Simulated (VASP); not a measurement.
# Ni (P6_3/mmc) in VASP: a series of runs

Runs on Ni. Level: LDA. Tasks: single point.

All numbers are computed with VASP 6.6.1; they aren't measurements. Logs are shortened: lines on timing, memory, paths and dates and some standing lists are left out, and cuts for length are marked.

### Step 1. The cell of the first run

Symmetry: P6_3/mmc, No. 194, hexagonal system. Conventional cell: a = 2.448 Å, b = 2.448 Å, c = 4.073 Å, α = 90.00°, β = 90.00°, γ = 120.00°. Within 3.2 Å of Ni (site symmetry -6m2) lie 12 Ni at 2.45 to 2.48 Å.

This isn't the form of Ni at room conditions, which is fcc.

### Step 2. Single point, LDA, collinear spin, ferromagnetic start (10.57 Å³/atom)

INCAR reads:

```
  ALGO = Normal
  EDIFF = 1E-6
  ENCUT = 520
  ISIF = 2
  ISMEAR = -1
  ISPIN = 2
  LASPH = T
  LCHARG = F
  LMAXMIX = 4
  LORBIT = 11
  LREAL = F
  LWAVE = F
  MAGMOM = 1 1
  NBANDS = 21
  NELM = 150
  PREC = Accurate
  SIGMA = 0.05
```

KPOINTS reads:

```
k-points
0
Gamma
  12 12 7
```

POSCAR reads:

```
Ni
1.0
    2.4480228978      0.0000000000      0.0000000000
   -1.2240114489      2.1200500186      0.0000000000
    0.0000000000      0.0000000000      4.0728075700
Ni
2
Direct
    0.6666666667      0.3333333333      0.7500000000
    0.3333333333      0.6666666667      0.2500000000
```

Potentials or basis: VASP PAW LDA potentials, release 64 (Ni).

Started as:

```sh
$ cat potpaw_LDA.64/Ni/POTCAR > POTCAR
$ mpirun -np 1 vasp_std > vasp.out
```

OUTCAR:

```text
EDIFF = 1E-6
   ENCUT = 520
   ISIF = 2
   ISMEAR = -1
   ISPIN = 2
   LASPH = T
   LORBIT = 11
   LREAL = F
   NELM = 150
   PREC = Accurate

 ion  position               nearest neighbor table
   1  0.667  0.333  0.750-   2 2.48   2 2.48   2 2.48   2 2.48   2 2.48   2 2.48
   2  0.333  0.667  0.250-   1 2.48   1 2.48   1 2.48   1 2.48   1 2.48   1 2.48

  LATTYP: Found a hexagonal cell.
 ALAT       =     2.4480228978
 C/A-ratio  =     1.6637130207

  Lattice vectors:

 A1 = (   2.4480228978,   0.0000000000,   0.0000000000)
 A2 = (  -1.2240114489,   2.1200500186,   0.0000000000)
 A3 = (   0.0000000000,   0.0000000000,   4.0728075700)

Analysis of symmetry for initial positions (statically):
=====================================================================
 Subroutine PRICEL returns:
 Original cell was already a primitive cell.

 Routine SETGRP: Setting up the symmetry group for a
 hexagonal supercell.

 Subroutine GETGRP returns: Found 24 space group operations
 (whereof 12 operations were pure point group operations)
 out of a pool of 24 trial point group operations.

The static configuration has the point symmetry D_3d.
 The point group associated with its full space group is D_6h.

Analysis of symmetry for dynamics (positions and initial velocities):
=====================================================================
 Subroutine PRICEL returns:
 Original cell was already a primitive cell.

 Routine SETGRP: Setting up the symmetry group for a
 hexagonal supercell.

 Subroutine GETGRP returns: Found 24 space group operations
 (whereof 12 operations were pure point group operations)
 out of a pool of 24 trial point group operations.

The dynamic configuration has the point symmetry D_3d.
 The point group associated with its full space group is D_6h.

Analysis of structural, dynamic, and magnetic symmetry:
=====================================================================
 Subroutine PRICEL returns:
 Original cell was already a primitive cell.

 Routine SETGRP: Setting up the symmetry group for a
 hexagonal supercell.

 Subroutine GETGRP returns: Found 24 space group operations
 (whereof 12 operations were pure point group operations)
 out of a pool of 24 trial point group operations.

The overall configuration has the point symmetry D_3d.
 The point group associated with its full space group is D_6h.

 Subroutine INISYM returns: Found 24 space group operations
 (whereof 12 operations are pure point group operations),
 and found     1 'primitive' translations

----------------------------------------------------------------------------------------

                                     Primitive cell

  volume of cell :      21.1376

  direct lattice vectors                    reciprocal lattice vectors
     2.448022898  0.000000000  0.000000000     0.408492911  0.235843492  0.000000000
    -1.224011449  2.120050019  0.000000000     0.000000000  0.471686984  0.000000000
     0.000000000  0.000000000  4.072807570     0.000000000  0.000000000  0.245530873

  length of vectors
     2.448022898  2.448022898  4.072807570     0.471686984  0.471686984  0.245530873

  position of ions in fractional coordinates (direct lattice)
     0.666666667  0.333333333  0.750000000
     0.333333333  0.666666667  0.250000000

  ion indices of the primitive-cell ions
   primitive index   ion index
                 1           1
                 2           2

----------------------------------------------------------------------------------------

 KPOINTS: k-points

Automatic generation of k-mesh.
 Grid dimensions read from file:
 generate k-points for:   12   12    7

 Generating k-lattice:

  Cartesian coordinates                     Fractional coordinates (reciprocal lattice)
     0.034041076  0.019653624  0.000000000     0.083333333 -0.000000000  0.000000000
     0.000000000  0.039307249  0.000000000     0.000000000  0.083333333  0.000000000
     0.000000000  0.000000000  0.035075839     0.000000000  0.000000000  0.142857143

  Length of vectors
     0.039307249  0.039307249  0.035075839

  Shift w.r.t. Gamma in fractional coordinates (k-lattice)
     0.000000000  0.000000000  0.000000000

 Subroutine IBZKPT returns following result:
 ===========================================

 Found     76 irreducible k-points:

 Following reciprocal coordinates:
            Coordinates               Weight
  0.000000  0.000000  0.000000      1.000000
  0.083333  0.000000  0.000000      6.000000
  0.166667 -0.000000  0.000000      6.000000
  0.250000 -0.000000  0.000000      6.000000
  0.333333  0.000000  0.000000      6.000000
  0.416667 -0.000000  0.000000      6.000000
[... 16 lines left out ...]
  0.250000 -0.000000  0.142857     12.000000
  0.333333  0.000000  0.142857     12.000000
 [... further k-points ...]
   k-points           NKPTS =     76   k-points in BZ     NKDIM =     76   number of bands    NBANDS=     21
   number of dos      NEDOS =    301   number of ions     NIONS =      2
   total plane-waves  NPLWV =   9720
   dimension x,y,z NGX =    18 NGY =   18 NGZ =   30
   dimension x,y,z NGXF=    36 NGYF=   36 NGZF=   60
   ions per type =               2
   NGX,Y,Z   is equivalent  to a cutoff of  12.22, 12.22, 12.25 a.u.
   NGXF,Y,Z  is equivalent  to a cutoff of  24.45, 24.45, 24.49 a.u.
 SYSTEM =  unknown system
   PREC   = accura    normal or accurate (medium, high low for compatibility)
   ISTART =      0    job   : 0-new  1-cont  2-samecut
   ICHARG =      2    charge: 1-file 2-atom 10-const
   ISPIN  =      2    spin polarized calculation?
   LNONCOLLINEAR =      F non collinear calculations
   LSORBIT =      F    spin-orbit coupling
   LASPH  =      T    aspherical Exc in radial PAW
   ENCUT  =  520.0 eV  38.22 Ry    6.18 a.u.   4.55  4.55  7.57*2*pi/ulx,y,z
   NELM   =    150;   NELMIN=  2; NELMDL= -5     # of ELM steps
   EDIFF  = 0.1E-05   stopping-criterion for ELM
   LREAL  =      F    real-space projection
[... 7 lines left out ...]
   TEBEG  =    0.0;   TEEND  =   0.0 temperature during run
   PSTRESS=    0.0 pullay stress
   NELECT =      20.0000    total number of electrons
   NUPDOWN=      -1.0000    fix difference up-down
   EMIN   =  10.00;   EMAX   =-10.00  energy-range for DOS
   EFERMI =   0.00;   METHOD = LEGACY
   ISMEAR =    -1;   SIGMA  =   0.05  broadening in eV -4-tet -1-fermi 0-gaus
   EFERMI_NEDOS =   21; number of points for ismear=-14 and -15
   IALGO  =     38    algorithm
   IMIX   =      4    mixing-type and parameters
     AMIX     =   0.40;   BMIX     =  1.00
     AMIX_MAG =   1.60;   BMIX_MAG =  1.00
  volume/ion in A,a.u.               =      10.57        71.32
  Fermi-wavevector in a.u.,A,eV,Ry     =   1.607187  3.037143 35.144518  2.583049
  Thomas-Fermi vector in A             =   2.703255
   LORBIT       =     11    0 simple, 1 ext, 2 COOP (PROOUT), +10 PAW based schemes
   GGA     = CA    functional components
   LHFCALC =     F    Hartree Fock is set to
   AEXX    =    0.0000 exact exchange contribution
   IVDW    =     0    specifies the selected vdW correction
   LEPSILON=     F    determine dielectric tensor
   LRPA    =     F    only Hartree local field effects (RPA)
 spin polarized calculation
  energy-cutoff  :      520.00
  volume of cell :       21.14
 maximum number of plane-waves:       586
   NGX =  9   NGY =  9   NGZ = 15

 number of electron      19.9999995 magnetization       1.1655454

 Free energy of the ion-electron system (eV)
  ---------------------------------------------------
  ext. energy  EPLUGINS =         0.00000000
  ---------------------------------------------------
  free energy    TOTEN  =       -13.08105327 eV

  energy without entropy =      -13.04404016  energy(sigma->0) =      -13.06254671

 E-fermi :   9.4623     XC(G=0): -13.7836

 val. band max:        9.4593097303   @ k =   0.0833   0.0000   0.1429
 cond. band min:       9.4672015049   @ k =   0.3333   0.2500   0.4286
 fundamental gap:      0.0078917745
 Fermi energy:         9.4623469205

 spin component 1

 k-point     1 :       0.0000    0.0000    0.0000
  band No.  band energies     occupation
      1       0.2592      1.00000
      2       4.4855      1.00000
      3       6.9717      1.00000
      4       7.1291      1.00000
      5       7.1291      1.00000
      6       7.3956      1.00000
[... 13 lines left out ...]
     20      36.2005      0.00000
     21      40.1215      0.00000

 k-point     2 :       0.0833    0.0000    0.0000
  band No.  band energies     occupation
      1       0.5087      1.00000
      2       4.6432      1.00000
      3       6.8612      1.00000
      4       7.2088      1.00000
      5       7.2399      1.00000
      6       7.3417      1.00000
[... 520 lines left out ...]
 k-point    24 :       0.3333    0.0000    0.1429
  band No.  band energies     occupation
      1       3.7187      1.00000
      2       5.3395      1.00000
      3       5.7007      1.00000
      4       6.4624      1.00000
      5       7.0968      1.00000
      6       7.3566      1.00000
[... 13 lines left out ...]
     20      34.4736      0.00000
     21      37.6038      0.00000

 [... further k-points ...]

 spin component 2

 k-point     1 :       0.0000    0.0000    0.0000
  band No.  band energies     occupation
      1       0.3021      1.00000
      2       4.8344      1.00000
      3       7.5443      1.00000
      4       7.6934      1.00000
      5       7.6934      1.00000
      6       7.9745      1.00000
[... 13 lines left out ...]
     20      36.3318      0.00000
     21      40.2636      0.00000

 k-point     2 :       0.0833    0.0000    0.0000
  band No.  band energies     occupation
      1       0.5520      1.00000
      2       4.9997      1.00000
      3       7.4183      1.00000
      4       7.7831      1.00000
      5       7.8079      1.00000
      6       7.9160      1.00000
[... 520 lines left out ...]
 k-point    24 :       0.3333    0.0000    0.1429
  band No.  band energies     occupation
      1       3.8388      1.00000
      2       5.7630      1.00000
      3       6.1086      1.00000
      4       6.9256      1.00000
      5       7.6180      1.00000
      6       7.9022      1.00000
[... 13 lines left out ...]
     20      34.6039      0.00000
     21      37.7078      0.00000

 [... further k-points ...]

------------------------ aborting loop because EDIFF is reached ----------------------------------------

  FORCE on cell =-STRESS in cart. coord.  units (eV):
  Direction    XX          YY          ZZ          XY          YZ          ZX
  --------------------------------------------------------------------------------------
  -------------------------------------------------------------------------------------
  Total       -1.3055092     -1.3055092     -1.7314268      0.0000000      0.0000000      0.0000000
  in kB      -98.9543838    -98.9543839   -131.2378946      0.0000000      0.0000000      0.0000000
  external PRESSURE =    -109.7155541 kB  Pullay stress =       0.0000000 kB

 VOLUME and BASIS-vectors are now :
 -----------------------------------------------------------------------------
  energy-cutoff  :      520.00
  volume of cell :       21.14
      direct lattice vectors                 reciprocal lattice vectors
     2.448022898  0.000000000  0.000000000     0.408492911  0.235843492  0.000000000
    -1.224011449  2.120050019  0.000000000     0.000000000  0.471686984  0.000000000
     0.000000000  0.000000000  4.072807570     0.000000000  0.000000000  0.245530873

 POSITION                                       TOTAL-FORCE (eV/Angst)
 -----------------------------------------------------------------------------------
      1.22401      0.70668      3.05461         0.000000      0.000000      0.000000
     -0.00000      1.41337      1.01820        -0.000000     -0.000000      0.000000
 -----------------------------------------------------------------------------------
    total drift:                               -0.000000      0.000000     -0.000000

  FREE ENERGIE OF THE ION-ELECTRON SYSTEM (eV)
  ---------------------------------------------------
  free  energy   TOTEN  =       -13.0810532679 eV

  energy  without entropy=      -13.0440401580  energy(sigma->0) =      -13.06254671

 total charge

# of ion       s       p       d       tot
------------------------------------------
    1        0.510   0.521   8.343   9.374
    2        0.510   0.521   8.343   9.374
--------------------------------------------------
tot          1.021   1.042  16.685  18.749

 magnetization (x)

# of ion       s       p       d       tot
------------------------------------------
    1       -0.004  -0.018   0.608   0.586
    2       -0.004  -0.018   0.608   0.586
--------------------------------------------------
tot         -0.008  -0.036   1.216   1.171
```

It took 56 s on 1 thread of Intel Xeon 8259CL, shared host; peak memory 0.16 GiB.

Results:

```yaml
Free_energy: -13.0811 eV
Pressure: -11.0 GPa
Net_moment: 1.17 μB per cell
Site_moments: Ni +0.59 μB
Valence_electrons_inside_the_program's_atomic_spheres: Ni 9.37
```

Caveat: the cell stands under tension.

### Step 3. Single point, LDA, collinear spin, ferromagnetic start (10.78 Å³/atom)

This run uses another cell than the first one, of 10.78 Å³/atom.

INCAR reads:

```
SYSTEM = Ni
  PREC = Accurate
  ENCUT = 520
  EDIFF = 1E-7
  ISMEAR = -1
  SIGMA = 0.05
  LREAL = .False.
  LASPH = .True.
  NELM = 150
  ALGO = Normal
  ISIF = 2
  LWAVE = .False.
  LCHARG = .False.
  ISPIN = 2
  MAGMOM = 1 1
  LORBIT = 11
  LMAXMIX = 4
  NBANDS = 21
```

KPOINTS reads:

```
regular mesh
0
Gamma
  12 12 7
  0 0 0
```

POSCAR reads:

```
Ni
1.0
    2.4642354424      0.0000000000      0.0000000000
   -1.2321177212      2.1340904941      0.0000000000
    0.0000000000      0.0000000000      4.0997805916
Ni
2
Direct
    0.6666666667      0.3333333333      0.7500000000
    0.3333333333      0.6666666667      0.2500000000
```

Potentials or basis: VASP PAW LDA potentials, release 64 (Ni).

Started as:

```sh
$ cat potpaw_LDA.64/Ni/POTCAR > POTCAR
$ mpirun -np 1 vasp_std > vasp.out
```

Run time: 58 s. Hardware: 1 thread of Intel Xeon 8259CL, shared host; peak memory 0.16 GiB.

Results (log left out):

* Free energy: -13.0473 eV
* Pressure: -14.6 GPa
* Net moment: 1.19 μB per cell
* Site moments: Ni +0.60 μB
* Valence electrons inside the program's atomic spheres: Ni 9.34

Stress tensor (GPa, compression positive):
```
-13.56   0.00   0.00
  0.00 -13.56   0.00
  0.00   0.00 -16.66
```

Levels at points of the mesh, in eV from the Fermi level:
Spin up:
```tsv
k point	band 8	band 9	band 10	band 11	band 12	band 13	band 14	band 15
(0.00, 0.00, 0.00)	-1.54	-1.54	-0.62	-0.62	-0.47	5.51	22.98	24.86
(0.50, 0.00, 0.00)	-0.49	-0.46	-0.38	1.27	3.16	9.31	9.80	12.48
```
Spin down:
| k point | band 6 | band 7 | band 8 | band 9 | band 10 | band 11 | band 12 | band 13 | band 14 | band 15 |
| --- | --- | --- | --- | --- | --- | --- | --- | --- | --- | --- |
| (0.00, 0.00, 0.00) | -1.44 | -1.44 | -0.96 | -0.96 | -0.44 | -0.01 | -0.01 | 5.88 | 22.97 | 24.99 |
| (0.50, 0.00, 0.00) | -1.74 | -1.45 | 0.16 | 0.16 | 0.28 | 1.69 | 3.51 | 9.47 | 9.95 | 12.70 |

Caveat: the cell stands under tension.

### Step 4. Single point, LDA, collinear spin, ferromagnetic start (10.99 Å³/atom)

This run uses another cell than the first one, of 10.99 Å³/atom.

INCAR reads:

```
  PREC = Accurate
  ENCUT = 520
  EDIFF = 1E-6
  ISMEAR = -1
  SIGMA = 0.05
  LREAL = False
  LASPH = True
  NELM = 150
  ALGO = Fast
  ISIF = 2
  LWAVE = False
  LCHARG = True
  ISPIN = 2
  MAGMOM = 1 1
  LORBIT = 11
  LMAXMIX = 4
  LELF = True
  LVHAR = True
  NBANDS = 21
```

KPOINTS reads:

```
Automatic mesh
0
Gamma
  12 12 7
```

POSCAR reads:

```
Ni
1.0
    2.4802374197      0.0000000000      0.0000000000
   -1.2401187098      2.1479486129      0.0000000000
    0.0000000000      0.0000000000      4.1264032895
Ni
2
Direct
    0.6666666667      0.3333333333      0.7500000000
    0.3333333333      0.6666666667      0.2500000000
```

Started as:

```sh
$ cat potpaw_LDA.64/Ni/POTCAR > POTCAR
$ mpirun -np 1 vasp_std > vasp.out
```

Run time: 60 s. Hardware: 1 thread of Intel Xeon 8259CL, shared host; peak memory 0.16 GiB.

It converged, with:

| Quantity | Value |
| --- | --- |
| Free energy | -13.0045 eV |
| Pressure | -17.8 GPa |
| Net moment | 1.21 μB per cell |
| Site moments | Ni +0.61 μB |
| Valence electrons inside the program's atomic spheres | Ni 9.30 |

Stress tensor (GPa, compression positive):
```
-16.77   0.00   0.00
  0.00 -16.77   0.00
  0.00   0.00 -19.73
```

Levels at points of the mesh, in eV from the Fermi level:
Spin up:
| k point | band 8 | band 9 | band 10 | band 11 | band 12 | band 13 | band 14 | band 15 |
| --- | --- | --- | --- | --- | --- | --- | --- | --- |
| (0.00, 0.00, 0.00) | -1.52 | -1.52 | -0.63 | -0.63 | -0.43 | 5.37 | 22.82 | 24.51 |
| (0.50, 0.00, 0.00) | -0.50 | -0.47 | -0.39 | 1.24 | 3.09 | 9.19 | 9.65 | 12.33 |
Spin down:
| k point | band 6 | band 7 | band 8 | band 9 | band 10 | band 11 | band 12 | band 13 | band 14 | band 15 |
| --- | --- | --- | --- | --- | --- | --- | --- | --- | --- | --- |
| (0.00, 0.00, 0.00) | -1.40 | -1.40 | -0.93 | -0.93 | -0.41 | 0.00 | 0.00 | 5.74 | 22.80 | 24.64 |
| (0.50, 0.00, 0.00) | -1.69 | -1.41 | 0.16 | 0.16 | 0.28 | 1.67 | 3.44 | 9.35 | 9.80 | 12.55 |

Caveat: the cell stands under tension.

(Part 1 of 2 ends here.)
